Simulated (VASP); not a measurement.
# HfO2 (Fm-3m) in VASP: single point with LDA

Aim: the single point of HfO2 with LDA.

Program: VASP 6.6.1. These are calculated values, not measurements. Logs are shortened: lines on timing, memory, paths and dates and some standing lists are left out, and cuts for length are marked.

## (1) The cell of the first run

Symmetry: Fm-3m, No. 225, cubic system. Conventional cell: a = 5.115 Å, b = 5.115 Å, c = 5.115 Å, α = 90.00°, β = 90.00°, γ = 90.00°. Within 2.9 Å of Hf (site symmetry m-3m) lie 8 O at 2.21 Å. Within 2.9 Å of O (site symmetry -43m) lie 4 Hf at 2.21 Å and 6 O at 2.56 Å.

## (2) Single point, LDA

Contents of INCAR:

```
SYSTEM = HfO2
PREC     = Accurate       ! precision mode
ENCUT    = 600            ! plane-wave cutoff, eV
EDIFF    = 1E-6           ! SCF threshold, eV
ISMEAR   = -1             ! smearing method
SIGMA    = 0.1            ! smearing width, eV
LREAL    = .FALSE.        ! projectors in reciprocal space
LASPH    = .TRUE.         ! aspherical terms in the spheres
NELM     = 120            ! most SCF steps
ALGO     = Normal         ! electronic algorithm
ISIF     = 2              ! what is computed and relaxed
LWAVE    = .FALSE.        ! write WAVECAR
LCHARG   = .FALSE.        ! write CHGCAR
GGA      = CA             ! functional
NBANDS   = 18             ! bands
GGA_COMPAT= .FALSE.
```

Contents of KPOINTS:

```
Automatic mesh
0
G
  6 6 6
  0 0 0
```

Contents of POSCAR:

```
HfO2
1.0
    0.0000000000      2.5575000000      2.5575000000
    2.5575000000      0.0000000000      2.5575000000
    2.5575000000      2.5575000000      0.0000000000
Hf O
1 2
Direct
    0.0000000000      0.0000000000      0.0000000000
    0.2500000000      0.2500000000      0.2500000000
    0.7500000000      0.7500000000      0.7500000000
```

Potentials or basis: VASP PAW LDA potentials, release 64 (Hf_pv, O).

Command:

```sh
$ cat potpaw_LDA.64/Hf_pv/POTCAR potpaw_LDA.64/O/POTCAR > POTCAR
$ mpirun -np 1 vasp_std > vasp.out
```

OUTCAR:

```text
SYSTEM = HfO2
   PREC = Accurate
   ENCUT = 600
   EDIFF = 1E-6
   ISMEAR = -1
   LREAL = .FALSE.
   LASPH = .TRUE.
   NELM = 120
   ISIF = 2
   GGA = CA

 ion  position               nearest neighbor table
   1  0.000  0.000  0.000-   3 2.21   3 2.21   3 2.21   2 2.21   3 2.21   2 2.21   2 2.21   2 2.21

   2  0.250  0.250  0.250-   1 2.21   1 2.21   1 2.21   1 2.21
   3  0.750  0.750  0.750-   1 2.21   1 2.21   1 2.21   1 2.21

  LATTYP: Found a face centered cubic cell.
 ALAT       =     5.1150000000

  Lattice vectors:

 A1 = (   0.0000000000,   2.5575000000,   2.5575000000)
 A2 = (   2.5575000000,   0.0000000000,   2.5575000000)
 A3 = (   2.5575000000,   2.5575000000,   0.0000000000)

Analysis of symmetry for initial positions (statically):
=====================================================================
 Subroutine PRICEL returns:
 Original cell was already a primitive cell.

 Routine SETGRP: Setting up the symmetry group for a
 face centered cubic supercell.

 Subroutine GETGRP returns: Found 48 space group operations
 (whereof 48 operations were pure point group operations)
 out of a pool of 48 trial point group operations.

The static configuration has the point symmetry O_h .

Analysis of symmetry for dynamics (positions and initial velocities):
=====================================================================
 Subroutine PRICEL returns:
 Original cell was already a primitive cell.

 Routine SETGRP: Setting up the symmetry group for a
 face centered cubic supercell.

 Subroutine GETGRP returns: Found 48 space group operations
 (whereof 48 operations were pure point group operations)
 out of a pool of 48 trial point group operations.

The dynamic configuration has the point symmetry O_h .

 Subroutine INISYM returns: Found 48 space group operations
 (whereof 48 operations are pure point group operations),
 and found     1 'primitive' translations

----------------------------------------------------------------------------------------

                                     Primitive cell

  volume of cell :      33.4562

  direct lattice vectors                    reciprocal lattice vectors
     0.000000000  2.557500000  2.557500000    -0.195503421  0.195503421  0.195503421
     2.557500000  0.000000000  2.557500000     0.195503421 -0.195503421  0.195503421
     2.557500000  2.557500000  0.000000000     0.195503421  0.195503421 -0.195503421

  length of vectors
     3.616851186  3.616851186  3.616851186     0.338621859  0.338621859  0.338621859

  position of ions in fractional coordinates (direct lattice)
     0.000000000  0.000000000  0.000000000
     0.250000000  0.250000000  0.250000000
     0.750000000  0.750000000  0.750000000

  ion indices of the primitive-cell ions
   primitive index   ion index
                 1           1
                 2           2
                 3           3

----------------------------------------------------------------------------------------

 KPOINTS: Automatic mesh

Automatic generation of k-mesh.
 Grid dimensions read from file:
 generate k-points for:    6    6    6

 Generating k-lattice:

  Cartesian coordinates                     Fractional coordinates (reciprocal lattice)
    -0.032583904  0.032583904  0.032583904     0.166666667  0.000000000  0.000000000
     0.032583904 -0.032583904  0.032583904     0.000000000  0.166666667  0.000000000
     0.032583904  0.032583904 -0.032583904     0.000000000  0.000000000  0.166666667

  Length of vectors
     0.056436976  0.056436976  0.056436976

  Shift w.r.t. Gamma in fractional coordinates (k-lattice)
     0.000000000  0.000000000  0.000000000

 Subroutine IBZKPT returns following result:
 ===========================================

 Found     16 irreducible k-points:

 Following reciprocal coordinates:
            Coordinates               Weight
  0.000000  0.000000  0.000000      1.000000
  0.166667  0.000000  0.000000      8.000000
  0.333333  0.000000  0.000000      8.000000
  0.500000  0.000000  0.000000      4.000000
  0.166667  0.166667  0.000000      6.000000
  0.333333  0.166667  0.000000     24.000000
[... 8 lines left out ...]
 -0.333333  0.333333  0.166667     24.000000
 -0.333333  0.500000  0.166667     12.000000
   k-points           NKPTS =     16   k-points in BZ     NKDIM =     16   number of bands    NBANDS=     18
   number of dos      NEDOS =    301   number of ions     NIONS =      3
   total plane-waves  NPLWV =  27000
   dimension x,y,z NGX =    30 NGY =   30 NGZ =   30
   dimension x,y,z NGXF=    60 NGYF=   60 NGZF=   60
   ions per type =               1   2
   NGX,Y,Z   is equivalent  to a cutoff of  13.79, 13.79, 13.79 a.u.
   NGXF,Y,Z  is equivalent  to a cutoff of  27.58, 27.58, 27.58 a.u.
 SYSTEM =  HfO2
   PREC   = accura    normal or accurate (medium, high low for compatibility)
   ISTART =      0    job   : 0-new  1-cont  2-samecut
   ICHARG =      2    charge: 1-file 2-atom 10-const
   ISPIN  =      1    spin polarized calculation?
   LNONCOLLINEAR =      F non collinear calculations
   LSORBIT =      F    spin-orbit coupling
   LASPH  =      T    aspherical Exc in radial PAW
   ENCUT  =  600.0 eV  44.10 Ry    6.64 a.u.   7.22  7.22  7.22*2*pi/ulx,y,z
   NELM   =    120;   NELMIN=  2; NELMDL= -5     # of ELM steps
   EDIFF  = 0.1E-05   stopping-criterion for ELM
   LREAL  =      F    real-space projection
   EDIFFG = 0.1E-04   stopping-criterion for IOM
   NSW    =      0    number of steps for IOM
   IBRION =     -1    ionic relax: 0-MD 1-quasi-New 2-CG
   NFREE  =      0    steps in history (QN), initial steepest desc. (CG)
   ISIF   =      2    stress and relaxation
   ISYM   =      2    0-nonsym 1-usesym 2-fastsym
   POTIM  = 0.5000    time-step for ionic-motion
   TEBEG  =    0.0;   TEEND  =   0.0 temperature during run
   PSTRESS=    0.0 pullay stress
   NELECT =      22.0000    total number of electrons
   NUPDOWN=      -1.0000    fix difference up-down
   EMIN   =  10.00;   EMAX   =-10.00  energy-range for DOS
   EFERMI =   0.00;   METHOD = LEGACY
   ISMEAR =    -1;   SIGMA  =   0.10  broadening in eV -4-tet -1-fermi 0-gaus
   EFERMI_NEDOS =   21; number of points for ismear=-14 and -15
   IALGO  =     38    algorithm
   IMIX   =      4    mixing-type and parameters
     AMIX     =   0.40;   BMIX     =  1.00
     AMIX_MAG =   1.60;   BMIX_MAG =  1.00
  volume/ion in A,a.u.               =      11.15        75.26
  Fermi-wavevector in a.u.,A,eV,Ry     =   1.423607  2.690227 27.574337  2.026657
  Thomas-Fermi vector in A             =   2.544186
   LORBIT       =      0    0 simple, 1 ext, 2 COOP (PROOUT), +10 PAW based schemes
   GGA     = CA    functional components
   LHFCALC =     F    Hartree Fock is set to
   AEXX    =    0.0000 exact exchange contribution
   IVDW    =     0    specifies the selected vdW correction
   LEPSILON=     F    determine dielectric tensor
   LRPA    =     F    only Hartree local field effects (RPA)
 non-spin polarized calculation
  energy-cutoff  :      600.00
  volume of cell :       33.46
 maximum number of plane-waves:      1139
 NGX is ok and might be reduce to    30
   NGX = 15   NGY = 15   NGZ = 15

 number of electron      21.9999993 magnetization

 Free energy of the ion-electron system (eV)
  ---------------------------------------------------
  ext. energy  EPLUGINS =         0.00000000
  ---------------------------------------------------
  free energy    TOTEN  =       -32.91618774 eV

  energy without entropy =      -32.91618774  energy(sigma->0) =      -32.91618774

 E-fermi :   5.5981     XC(G=0): -12.1747

 val. band max:        3.8211614105   @ k =   0.5000   0.5000   0.0000
 cond. band min:       7.3466558730   @ k =   0.5000   0.5000   0.0000
 fundamental gap:      3.5254944625
 Fermi energy:         5.5981398536

 k-point     1 :       0.0000    0.0000    0.0000
  band No.  band energies     occupation
      1     -25.7892      2.00000
      2     -25.7892      2.00000
      3     -25.7892      2.00000
      4     -14.4860      2.00000
      5     -11.4599      2.00000
      6      -1.4239      2.00000
[... 10 lines left out ...]
     17      13.8581      0.00000
     18      16.2656      0.00000

 k-point     2 :       0.1667    0.0000    0.0000
  band No.  band energies     occupation
      1     -25.8930      2.00000
      2     -25.8008      2.00000
      3     -25.8008      2.00000
      4     -14.1413      2.00000
      5     -11.7385      2.00000
      6      -1.1718      2.00000
[... 10 lines left out ...]
     17      13.4469      0.00000
     18      16.2515      0.00000

 k-point     3 :       0.3333    0.0000    0.0000
  band No.  band energies     occupation
      1     -26.0901      2.00000
      2     -25.8240      2.00000
      3     -25.8240      2.00000
      4     -13.4849      2.00000
      5     -12.1438      2.00000
      6      -0.6579      2.00000
[... 10 lines left out ...]
     17      13.0050      0.00000
     18      15.4722      0.00000

 k-point     4 :       0.5000    0.0000    0.0000
  band No.  band energies     occupation
      1     -26.1838      2.00000
      2     -25.8355      2.00000
      3     -25.8355      2.00000
      4     -13.2489      2.00000
      5     -12.1972      2.00000
      6      -0.4163      2.00000
[... 207 lines left out ...]
      4     -12.8981      2.00000
      5     -12.4589      2.00000
      6      -1.0966      2.00000
[... 10 lines left out ...]
     17      14.3169      0.00000
     18      16.2348      0.00000

 k-point    15 :      -0.3333    0.3333    0.1667
  band No.  band energies     occupation
      1     -26.0974      2.00000
      2     -26.0029      2.00000
      3     -25.8793      2.00000
      4     -12.7282      2.00000
      5     -12.4624      2.00000
      6      -1.0881      2.00000
[... 10 lines left out ...]
     17      15.2254      0.00000
     18      16.2166      0.00000

 k-point    16 :      -0.3333    0.5000    0.1667
  band No.  band energies     occupation
      1     -26.1315      2.00000
      2     -25.9810      2.00000
      3     -25.9051      2.00000
      4     -12.6386      2.00000
      5     -12.4599      2.00000
      6      -1.9867      2.00000
[... 10 lines left out ...]
     17      16.2335      0.00000
     18      16.4828      0.00000

------------------------ aborting loop because EDIFF is reached ----------------------------------------

  FORCE on cell =-STRESS in cart. coord.  units (eV):
  Direction    XX          YY          ZZ          XY          YZ          ZX
  --------------------------------------------------------------------------------------
  -------------------------------------------------------------------------------------
  Total       -4.0893209     -4.0893209     -4.0893209      0.0000000      0.0000000     -0.0000000
  in kB     -195.8325386   -195.8325386   -195.8325386      0.0000000      0.0000000     -0.0000000
  external PRESSURE =    -195.8325386 kB  Pullay stress =       0.0000000 kB

 VOLUME and BASIS-vectors are now :
 -----------------------------------------------------------------------------
  energy-cutoff  :      600.00
  volume of cell :       33.46
      direct lattice vectors                 reciprocal lattice vectors
     0.000000000  2.557500000  2.557500000    -0.195503421  0.195503421  0.195503421
     2.557500000  0.000000000  2.557500000     0.195503421 -0.195503421  0.195503421
     2.557500000  2.557500000  0.000000000     0.195503421  0.195503421 -0.195503421

 POSITION                                       TOTAL-FORCE (eV/Angst)
 -----------------------------------------------------------------------------------
      0.00000      0.00000      0.00000         0.000000     -0.000000      0.000000
      1.27875      1.27875      1.27875        -0.000000     -0.000000     -0.000000
      3.83625      3.83625      3.83625         0.000000      0.000000      0.000000
 -----------------------------------------------------------------------------------
    total drift:                                0.000000     -0.000000      0.000000

  FREE ENERGIE OF THE ION-ELECTRON SYSTEM (eV)
  ---------------------------------------------------
  free  energy   TOTEN  =       -32.9161877407 eV

  energy  without entropy=      -32.9161877365  energy(sigma->0) =      -32.91618774
```

Run time: 33 s. Hardware: 1 thread of AMD EPYC 7R13, shared host; peak memory 0.12 GiB.

What came out:

- Free energy: -32.9162 eV
- Pressure: -19.6 GPa
- Band gap on the k mesh: 3.53 eV, direct

Levels at points of the mesh, in eV from the valence-band top:
```tsv
k point	band 9	band 10	band 11	band 12	band 13	band 14
(0.00, 0.00, 0.00)	-0.60	-0.60	-0.60	3.62	3.62	5.48
(0.50, 0.00, 0.00)	-2.70	-1.81	-1.81	4.33	4.33	6.69
(0.50, 0.50, 0.00)	-1.51	-1.51	0.00	3.53	5.19	6.35
```

Caveat: spin-orbit coupling is left out, which moves the levels of the heavy elements. A k mesh can miss the band edges.
